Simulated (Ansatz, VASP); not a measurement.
## One calculation of Sc2InAs3, two programs

INCAR

```
PREC = Accurate ; ENCUT = 600
EDIFF = 1E-7 ; ISMEAR = 0
SIGMA = 0.1 ; LREAL = False
LASPH = True ; NELM = 80
ALGO = Normal ; ISIF = 3
LWAVE = False ; LCHARG = False
GGA = PE ; IBRION = 2
NSW = 90 ; EDIFFG = -0.04
```

KPOINTS

```
Automatic mesh
0
Gamma
  6 6 6
```

POSCAR

```
Sc2InAs3
1.0
    2.9452514700      1.7004417300      4.8609732700
   -2.9452514700      1.7004417300      4.8609732700
    0.0000000000     -3.4008834600      4.8609732700
Sc In As
2 1 3
Direct
    0.6222143800      0.6222143800      0.6222143800
    0.3777856200      0.3777856200      0.3777856200
    0.0000000000      0.0000000000      0.0000000000
    0.5000000000      0.0000000000      0.0000000000
    0.0000000000      0.5000000000      0.0000000000
    0.0000000000      0.0000000000      0.5000000000
```

Input for Ansatz:

```yaml
crystal:
  lattice:
    - [2.94525147, 1.70044173, 4.86097327]
    - [-2.94525147, 1.70044173, 4.86097327]
    - [0.0, -3.40088346, 4.86097327]
  atoms:
    - { symbol: Sc, position: [0.62221438, 0.62221438, 0.62221438] }
    - { symbol: Sc, position: [0.37778562, 0.37778562, 0.37778562] }
    - { symbol: In, position: [0.0, 0.0, 0.0] }
    - { symbol: As, position: [0.5, 0.0, 0.0] }
    - { symbol: As, position: [0.0, 0.5, 0.0] }
    - { symbol: As, position: [0.0, 0.0, 0.5] }
basis:
  ecutwfc: 420
kpoints:
  mp_grid: { grid: [6, 6, 6] }
hamiltonian:
  xc: pbe
scf:
  occupations: { method: gaussian, width: 0.1 }
  lower_state_search: "off"
output:
  forces: true
  stress: true
  eigenvalues: true
relax:
  adjacent_minimum: "off"
  f_tol: 0.04
  max_steps: 70
  cell: { stress_tol: 0.4 }
```

Change from the starting cell: species swapped into the Y2AlFe3 type (R-3m, No. 166).

Alike in both runs: task relaxation of cell and atoms; functional PBE; k mesh 6 × 6 × 6; occupations gaussian, width 0.1 eV; no spin polarisation.

```csv
,VASP,Ansatz
version,VASP 6.6.1,Ansatz 0.2.0
potentials or method,"VASP PAW PBE potentials, release 64 (Sc_sv, In_d, As), cutoff 600 eV","scalar-relativistic, plane waves, PAW"
valence electrons in the cell,50,80
```

```tsv
	VASP	Ansatz	Ansatz less VASP
gap on the k mesh at the Fermi level, each at its own relaxed structure (eV)	none	none	-
relaxed volume (Å³/atom)	22.11	22.22	+0.109
relaxed cell length with the largest relative difference (Å)	6.056	6.106	+0.0506
```

A gap of «none» marks a metal or a gap that the smearing closes. VASP's potentials hold 50 valence electrons a cell and Ansatz's 80, so a difference there can come from the potentials and not from the codes.
